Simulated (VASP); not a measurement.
Write the native input for VASP 6.6.1 that does the following.

```
Task                   : single point
Functional             : PBE
Potentials or basis    : VASP PAW PBE potentials, release 64 (Pt, S)
Cutoff                 : 520 eV
k mesh                 : 3 × 3 × 1
Occupations            : gaussian, width 0.05 eV
Spin                   : no spin polarisation
Dipole correction      : no
Further INCAR settings : LREAL = Auto; ALGO = Normal; EDIFF = 1e-06; NBANDS = 231
```

The structure of PtS2 lies in POSCAR:

```
PtS2
1.0
   10.6296000000      0.0000000000      0.0000000000
   -5.3148000000      9.2055040000      0.0000000000
    0.0000000000      0.0000000000     10.0776000000
Pt S
18 36
Direct
    0.0000000000      0.0000000000      0.0000000000
    0.0000000000      0.0000000000      0.5000000000
    0.0000000000      0.3333330000      0.0000000000
    0.0000000000      0.3333330000      0.5000000000
    0.0000000000      0.6666670000      0.0000000000
    0.0000000000      0.6666670000      0.5000000000
    0.3333330000      0.0000000000      0.0000000000
    0.3333330000      0.0000000000      0.5000000000
    0.3333330000      0.3333330000      0.0000000000
    0.3333330000      0.3333330000      0.5000000000
    0.3333330000      0.6666670000      0.0000000000
    0.3333330000      0.6666670000      0.5000000000
    0.6666670000      0.0000000000      0.0000000000
    0.6666670000      0.0000000000      0.5000000000
    0.6666670000      0.3333330000      0.0000000000
    0.6666670000      0.3333330000      0.5000000000
    0.6666670000      0.6666670000      0.0000000000
    0.6666670000      0.6666670000      0.5000000000
    0.1111110000      0.2222220000      0.1135000000
    0.1111110000      0.2222220000      0.6135000000
    0.1111110000      0.5555560000      0.1135000000
    0.1111110000      0.5555560000      0.6135000000
    0.1111110000      0.8888890000      0.1135000000
    0.1111110000      0.8888890000      0.6135000000
    0.4444440000      0.2222220000      0.1135000000
    0.4444440000      0.2222220000      0.6135000000
    0.4444440000      0.5555560000      0.1135000000
    0.4444440000      0.5555560000      0.6135000000
    0.4444440000      0.8888890000      0.1135000000
    0.4444440000      0.8888890000      0.6135000000
    0.7777780000      0.2222220000      0.1135000000
    0.7777780000      0.2222220000      0.6135000000
    0.7777780000      0.5555560000      0.1135000000
    0.7777780000      0.5555560000      0.6135000000
    0.7777780000      0.8888890000      0.1135000000
    0.7777780000      0.8888890000      0.6135000000
    0.2222220000      0.1111110000      0.3865000000
    0.2222220000      0.1111110000      0.8865000000
    0.2222220000      0.4444440000      0.3865000000
    0.2222220000      0.4444440000      0.8865000000
    0.2222220000      0.7777780000      0.3865000000
    0.2222220000      0.7777780000      0.8865000000
    0.5555560000      0.1111110000      0.3865000000
    0.5555560000      0.1111110000      0.8865000000
    0.5555560000      0.4444440000      0.3865000000
    0.5555560000      0.4444440000      0.8865000000
    0.5555560000      0.7777780000      0.3865000000
    0.5555560000      0.7777780000      0.8865000000
    0.8888890000      0.1111110000      0.3865000000
    0.8888890000      0.1111110000      0.8865000000
    0.8888890000      0.4444440000      0.3865000000
    0.8888890000      0.4444440000      0.8865000000
    0.8888890000      0.7777780000      0.3865000000
    0.8888890000      0.7777780000      0.8865000000
```

The input as run:

INCAR

```
SYSTEM = PtS2
  PREC = Accurate
  ENCUT = 520
  EDIFF = 1E-6
  ISMEAR = 0
  SIGMA = 0.05
  LREAL = Auto
  LASPH = .TRUE.
  NELM = 80
  ALGO = Normal
  ISIF = 2
  LWAVE = .FALSE.
  LCHARG = .FALSE.
  GGA = PE
  NBANDS = 231
  LUSENCCL = .FALSE.
```

KPOINTS

```
Automatic mesh
0
G
  3 3 1
  0 0 0
```

Potentials or basis: VASP PAW PBE potentials, release 64 (Pt, S).

Command:

```console
$ cat potpaw_PBE.64/Pt/POTCAR potpaw_PBE.64/S/POTCAR > POTCAR
$ mpirun -np 1 vasp_std > vasp.out
```

Results of the run:

```json
{
 "Pressure": "11.1 GPa",
 "Largest force": "1.221 eV/Å",
 "Band gap on the k mesh": "1.10 eV"
}
```

Caveat: the k points lie up to 0.62 Å⁻¹ apart; spin-orbit coupling is left out, which moves the levels of the heavy elements; forces of over 1 eV/Å act on the atoms, so gaps and moduli don't describe the material at rest.

Run time: 75 s on 1 × NVIDIA H100 80GB with 1 thread of AMD EPYC 7R13 Processor (Zen 3) (shared host), peak memory 1.9 GiB.
